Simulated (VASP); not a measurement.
**ZnSe: single point with PBE**

The system is ZnSe.

```
Zn Se
1.0
     0.00000    2.83244    2.83244
     2.83244    0.00000    2.83244
     2.83244    2.83244    0.00000
Zn Se
1 1
Direct
  0.00000 0.00000 0.00000
  0.75000 0.75000 0.75000
```

| Quantity | Value |
| --- | --- |
| Program | VASP 6.6.1 |
| Task | single point |
| Functional | PBE |
| Potentials or basis | VASP PAW PBE potentials, release 64 (Zn, Se) |
| Cutoff | 500 eV |
| k mesh | 6 × 6 × 6 |
| Occupations | gaussian, width 0.1 eV |
| Spin | no spin polarisation |
| Dipole correction | no |
| Further INCAR settings | ALGO = Normal; EDIFF = 1e-06; NBANDS = 16 |

| Quantity | Value |
| --- | --- |
| Pressure | 2.5 GPa |
| Band gap on the k mesh | 1.29 eV, direct |

Levels at points of the mesh, in eV from the valence-band top:
```csv
k point,band 5,band 6,band 7,band 8,band 9,band 10,band 11,band 12,band 13,band 14
"(0.00, 0.00, 0.00)",-6.18,-6.18,0.00,0.00,0.00,1.29,5.80,5.80,5.80,9.93
"(0.50, 0.00, 0.00)",-6.17,-6.02,-5.24,-0.87,-0.87,2.54,6.38,6.38,8.58,10.98
"(0.50, 0.50, 0.00)",-6.14,-6.00,-4.76,-2.19,-2.19,2.98,3.46,10.75,11.26,11.26
```

Run time: 9 s on 1 thread of Intel(R) Xeon(R) Platinum 8559C (Emerald Rapids), with other jobs on the host, peak memory 0.17 GiB.
